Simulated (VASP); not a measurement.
# LiAl2 (P6/mmm) in VASP: notebook, part 2 of 2

VASP 6.6.1. The steps go on from the part before.

**3. Relaxation of cell and atoms, PBE**

This run uses another cell than the first one, of 17.85 Å³/atom.

Input file INCAR:

```
PREC     = Accurate       # precision mode
ENCUT    = 600            # plane-wave cutoff, eV
EDIFF    = 1E-6           # SCF threshold, eV
ISMEAR   = 0              # smearing method
SIGMA    = 0.1            # smearing width, eV
LREAL    = False          # projectors in reciprocal space
LASPH    = True           # aspherical terms in the spheres
NELM     = 100            # most SCF steps
ALGO     = Normal         # electronic algorithm
ISIF     = 3              # what is computed and relaxed
LWAVE    = False          # write WAVECAR
LCHARG   = False          # write CHGCAR
GGA      = PE             # functional
IBRION   = 2              # ionic algorithm
NSW      = 100            # ionic steps
EDIFFG   = -0.01          # ionic threshold
```

Input file KPOINTS:

```
regular mesh
0
Gamma
  12 12 16
```

Input file POSCAR:

```
LiAl2
1.0
    4.5039523029      0.0000000000      0.0000000000
   -2.2519761515      3.9005371118      0.0000000000
    0.0000000000      0.0000000000      3.0482252067
Li Al
1 2
Direct
    0.0000000000      0.0000000000      0.0000000000
    0.3333333333      0.6666666667      0.5000000000
    0.6666666667      0.3333333333      0.5000000000
```

Potentials or basis: VASP PAW PBE potentials, release 64 (Li_sv, Al).

Launch:

```bash
cat potpaw_PBE.64/Li_sv/POTCAR potpaw_PBE.64/Al/POTCAR > POTCAR
mpirun -np 1 vasp_std > vasp.out
```

OUTCAR:

```text
PREC = Accurate
   ENCUT = 600
   EDIFF = 1E-6
   ISMEAR = 0
   LREAL = False
   LASPH = True
   NELM = 100
   ISIF = 3
   GGA = PE
   IBRION = 2
   NSW = 100
   EDIFFG = -0.01

 ion  position               nearest neighbor table
   1  0.000  0.000  0.000-
   2  0.333  0.667  0.500-   3 2.60   3 2.60   3 2.60
   3  0.667  0.333  0.500-   2 2.60   2 2.60   2 2.60

  LATTYP: Found a hexagonal cell.
 ALAT       =     4.5039523029
 C/A-ratio  =     0.6767889626

  Lattice vectors:

 A1 = (   4.5039523029,   0.0000000000,   0.0000000000)
 A2 = (  -2.2519761515,   3.9005371118,   0.0000000000)
 A3 = (   0.0000000000,   0.0000000000,   3.0482252067)

Analysis of symmetry for initial positions (statically):
=====================================================================
 Subroutine PRICEL returns:
 Original cell was already a primitive cell.

 Routine SETGRP: Setting up the symmetry group for a
 hexagonal supercell.

 Subroutine GETGRP returns: Found 24 space group operations
 (whereof 24 operations were pure point group operations)
 out of a pool of 24 trial point group operations.

The static configuration has the point symmetry D_6h.

Analysis of symmetry for dynamics (positions and initial velocities):
=====================================================================
 Subroutine PRICEL returns:
 Original cell was already a primitive cell.

 Routine SETGRP: Setting up the symmetry group for a
 hexagonal supercell.

 Subroutine GETGRP returns: Found 24 space group operations
 (whereof 24 operations were pure point group operations)
 out of a pool of 24 trial point group operations.

The dynamic configuration has the point symmetry D_6h.

 Subroutine INISYM returns: Found 24 space group operations
 (whereof 24 operations are pure point group operations),
 and found     1 'primitive' translations

----------------------------------------------------------------------------------------

                                     Primitive cell

  volume of cell :      53.5507

  direct lattice vectors                    reciprocal lattice vectors
     4.503952303  0.000000000  0.000000000     0.222027218  0.128187474  0.000000000
    -2.251976152  3.900537112  0.000000000     0.000000000  0.256374948  0.000000000
     0.000000000  0.000000000  3.048225207     0.000000000  0.000000000  0.328059750

  length of vectors
     4.503952303  4.503952303  3.048225207     0.256374948  0.256374948  0.328059750

  position of ions in fractional coordinates (direct lattice)
     0.000000000  0.000000000  0.000000000
     0.333333333  0.666666667  0.500000000
     0.666666667  0.333333333  0.500000000

  ion indices of the primitive-cell ions
   primitive index   ion index
                 1           1
                 2           2
                 3           3

----------------------------------------------------------------------------------------

 KPOINTS: regular mesh

Automatic generation of k-mesh.
 Grid dimensions read from file:
 generate k-points for:   12   12   16
[... 48 lines left out ...]
   total plane-waves  NPLWV =  31104
   dimension x,y,z NGX =    36 NGY =   36 NGZ =   24
   dimension x,y,z NGXF=    72 NGYF=   72 NGZF=   48
   ions per type =               1   2
   NGX,Y,Z   is equivalent  to a cutoff of  13.29, 13.29, 13.09 a.u.
   NGXF,Y,Z  is equivalent  to a cutoff of  26.58, 26.58, 26.18 a.u.
 SYSTEM =  unknown system
   PREC   = accura    normal or accurate (medium, high low for compatibility)
   ISTART =      0    job   : 0-new  1-cont  2-samecut
   ICHARG =      2    charge: 1-file 2-atom 10-const
   ISPIN  =      1    spin polarized calculation?
   LNONCOLLINEAR =      F non collinear calculations
   LSORBIT =      F    spin-orbit coupling
   LASPH  =      T    aspherical Exc in radial PAW
   ENCUT  =  600.0 eV  44.10 Ry    6.64 a.u.   9.00  9.00  6.09*2*pi/ulx,y,z
   NELM   =    100;   NELMIN=  2; NELMDL= -5     # of ELM steps
   EDIFF  = 0.1E-05   stopping-criterion for ELM
   LREAL  =      F    real-space projection
   EDIFFG = -.1E-01   stopping-criterion for IOM
   NSW    =    100    number of steps for IOM
   IBRION =      2    ionic relax: 0-MD 1-quasi-New 2-CG
   NFREE  =      1    steps in history (QN), initial steepest desc. (CG)
   ISIF   =      3    stress and relaxation
   ISYM   =      2    0-nonsym 1-usesym 2-fastsym
   POTIM  = 0.5000    time-step for ionic-motion
   TEBEG  =    0.0;   TEEND  =   0.0 temperature during run
   PSTRESS=    0.0 pullay stress
   NELECT =       9.0000    total number of electrons
   NUPDOWN=      -1.0000    fix difference up-down
   EMIN   =  10.00;   EMAX   =-10.00  energy-range for DOS
   EFERMI =   0.00;   METHOD = LEGACY
   ISMEAR =     0;   SIGMA  =   0.10  broadening in eV -4-tet -1-fermi 0-gaus
   EFERMI_NEDOS =   21; number of points for ismear=-14 and -15
   IALGO  =     38    algorithm
   IMIX   =      4    mixing-type and parameters
     AMIX     =   0.40;   BMIX     =  1.00
     AMIX_MAG =   1.60;   BMIX_MAG =  1.00
  volume/ion in A,a.u.               =      17.85       120.46
  Fermi-wavevector in a.u.,A,eV,Ry     =   0.903443  1.707259 11.105192  0.816209
  Thomas-Fermi vector in A             =   2.026769
   LORBIT       =      0    0 simple, 1 ext, 2 COOP (PROOUT), +10 PAW based schemes
   GGA     = PE    functional components
   LHFCALC =     F    Hartree Fock is set to
   AEXX    =    0.0000 exact exchange contribution
   IVDW    =     0    specifies the selected vdW correction
   LEPSILON=     F    determine dielectric tensor
   LRPA    =     F    only Hartree local field effects (RPA)
 conjugate gradient relaxation of ions
 non-spin polarized calculation
 Gauss-broadening in eV      SIGMA  =   0.10
  energy-cutoff  :      600.00
  volume of cell :       53.55
 maximum number of plane-waves:      1810
 NGX is ok and might be reduce to    36
   NGX = 17   NGY = 17   NGZ = 13

--------------------------------------- Ionic step        1  -------------------------------------------

 number of electron       9.0000009 magnetization

 Free energy of the ion-electron system (eV)
  ---------------------------------------------------
  ext. energy  EPLUGINS =         0.00000000
  ---------------------------------------------------
  free energy    TOTEN  =        -9.48817072 eV

  energy without entropy =       -9.48162688  energy(sigma->0) =       -9.48489880

------------------------ aborting loop because EDIFF is reached ----------------------------------------

  FORCE on cell =-STRESS in cart. coord.  units (eV):
  Direction    XX          YY          ZZ          XY          YZ          ZX
  --------------------------------------------------------------------------------------
  -------------------------------------------------------------------------------------
  Total        0.0285528      0.0285528     -0.0847975     -0.0000000     -0.0000000      0.0000000
  in kB        0.8542686      0.8542686     -2.5370466     -0.0000000     -0.0000000      0.0000000
  external PRESSURE =      -0.2761698 kB  Pullay stress =       0.0000000 kB
[... 209 lines left out ...]
--------------------------------------- Ionic step        7  -------------------------------------------

 number of electron       9.0000000 magnetization

 Free energy of the ion-electron system (eV)
  ---------------------------------------------------
  ext. energy  EPLUGINS =         0.00000000
  ---------------------------------------------------
  free energy    TOTEN  =        -9.49011845 eV

  energy without entropy =       -9.48263008  energy(sigma->0) =       -9.48637426

 E-fermi :   5.1487     XC(G=0):  -9.1419

 val. band max:        5.1475570768   @ k =   0.4167   0.0000   0.2500
 cond. band min:       5.1515908397   @ k =   0.5000   0.0000   0.4375
 fundamental gap:      0.0040337629
 Fermi energy:         5.1486737693

 k-point     1 :       0.0000    0.0000    0.0000
  band No.  band energies     occupation
      1     -41.2517      2.00000
      2      -3.9217      2.00000
      3       4.0471      2.00000
      4       4.0471      2.00000
      5       4.7237      2.00000
      6       5.4732      0.00000
      7       5.4732      0.00000
      8       9.4605      0.00000
[... 243 lines left out ...]
 k-point    24 :       0.3333   -0.0000    0.0625
  band No.  band energies     occupation
      1     -41.2513      2.00000
      2      -2.9870      2.00000
      3       0.1495      2.00000
      4       2.7287      2.00000
      5       4.6839      2.00000
      6       8.8853      0.00000
      7       9.5058      0.00000
      8      11.0211      0.00000

 [... further k-points ...]

------------------------ aborting loop because EDIFF is reached ----------------------------------------

  FORCE on cell =-STRESS in cart. coord.  units (eV):
  Direction    XX          YY          ZZ          XY          YZ          ZX
  --------------------------------------------------------------------------------------
  -------------------------------------------------------------------------------------
  Total       -0.0009102     -0.0009102     -0.0255988      0.0000000      0.0000000      0.0000000
  in kB       -0.0275557     -0.0275557     -0.7750167      0.0000000      0.0000000      0.0000000
  external PRESSURE =      -0.2767094 kB  Pullay stress =       0.0000000 kB
[... 18 lines left out ...]
  FREE ENERGIE OF THE ION-ELECTRON SYSTEM (eV)
  ---------------------------------------------------
  free  energy   TOTEN  =        -9.4901184467 eV

  energy  without entropy=       -9.4826300805  energy(sigma->0) =       -9.48637426

 reached required accuracy - stopping structural energy minimisation
```

Wall time 1.8 min (1 thread of Intel Xeon Platinum 8559C (Emerald Rapids), shared host); peak memory 0.23 GiB.

What came out:

- Free energy: -9.4901 eV
- Relaxed volume: 17.64 Å³/atom
- Relaxed cell: a = 4.556 Å, b = 4.556 Å, c = 2.944 Å, α = 90.00°, β = 90.00°, γ = 120.00°
- Space group after relaxing (to 0.1 Å): P6/mmm (No. 191)
- Energy gained by relaxing: 0.6 meV/atom
- Ionic steps: 7
- Pressure after relaxing: 0.0 GPa
- Band gap on the k mesh: zero (an odd number of electrons rules out a gap without spin polarisation)

Step by step:
```
step  energy change (eV)  largest force (eV/Å)  pressure (GPa)  volume (Å³)
   1              0.0000                0.0000           -0.03        53.55
   2             -0.0001                0.0000           -0.04        53.53
   3             -0.0004                0.0000           -0.05        53.45
   4             -0.0006                0.0000           -0.07        53.31
   5             -0.0017                0.0000           -0.04        53.00
   6              0.0055                0.0000            0.25        52.33
   7             -0.0019                0.0000           -0.03        52.92
```

Final structure:
```
Li Al
1.0
     4.55561    0.00000    0.00000
    -2.27780    3.94527    0.00000
     0.00000    0.00000    2.94440
Li Al
1 2
Cartesian
  -2.2778 3.9453 0.0000
  0.0000 2.6302 1.4722
  2.2778 1.3151 1.4722
```

Levels at points of the mesh, in eV from the Fermi level:
```
           k point  band 1  band 2  band 3  band 4  band 5  band 6  band 7  band 8
(0.00, 0.00, 0.00)  -46.40   -9.07   -1.10   -1.10   -0.42    0.32    0.32    4.31
(0.50, 0.00, 0.00)  -46.40   -7.54   -6.17   -2.72   -0.66    6.10    6.38    6.67
(0.00, 0.00, 0.50)  -46.39   -5.82   -4.06    1.55    1.55    2.65    3.92    3.92
(0.50, 0.00, 0.50)  -46.39   -3.87   -3.16   -2.84   -1.25    0.33    2.05    2.51
```

Caveat: the cutoff is under 1.25 times the usual one of these potentials, so pressure, stress and relaxed cells hold a basis-set (Pulay) error.
